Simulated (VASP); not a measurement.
# Ti: single point with LDA

The system is Ti.

```
Ti
1.0
     2.86064    0.00000    0.00000
    -1.43032    2.47739    0.00000
     0.00000    0.00000    4.53824
Ti
2
Direct
  0.33333 0.66667 0.25000
  0.66667 0.33333 0.75000
```

```
Program             : VASP 6.6.1
Task                : single point
Functional          : LDA
Potentials or basis : VASP PAW LDA potentials, release 64 (Ti_sv)
Cutoff              : 520 eV
k mesh              : 10 × 10 × 6
Occupations         : gaussian, width 0.05 eV
Spin                : no spin polarisation
```

```json
{
 "Pressure": "-0.2 GPa",
 "Band gap on the k mesh": "zero (band 12 reaches 9.72 eV, above the bottom of band 13 at 8.78 eV)"
}
```

Stress tensor (GPa, compression positive):
```
 0.14  0.00  0.00
 0.00  0.14  0.00
 0.00  0.00 -0.84
```

Levels at points of the mesh, in eV from the Fermi level:
| k point | band 9 | band 10 | band 11 | band 12 | band 13 | band 14 | band 15 | band 16 |
| --- | --- | --- | --- | --- | --- | --- | --- | --- |
| (0.00, 0.00, 0.00) | -6.30 | -2.88 | 0.79 | 0.79 | 0.91 | 1.09 | 1.34 | 1.34 |
| (0.50, 0.00, 0.00) | -2.42 | -2.40 | -2.07 | -0.46 | 0.45 | 0.67 | 1.27 | 3.67 |
| (0.00, 0.00, 0.50) | -4.34 | -4.34 | 0.07 | 0.07 | 0.68 | 0.68 | 0.68 | 0.68 |
| (0.50, 0.00, 0.50) | -2.75 | -2.75 | -0.93 | -0.93 | 1.62 | 1.62 | 1.84 | 1.84 |

Wall time 25 s on 1 thread of Intel Xeon 6975P-C, on a shared host, peak memory 0.15 GiB.
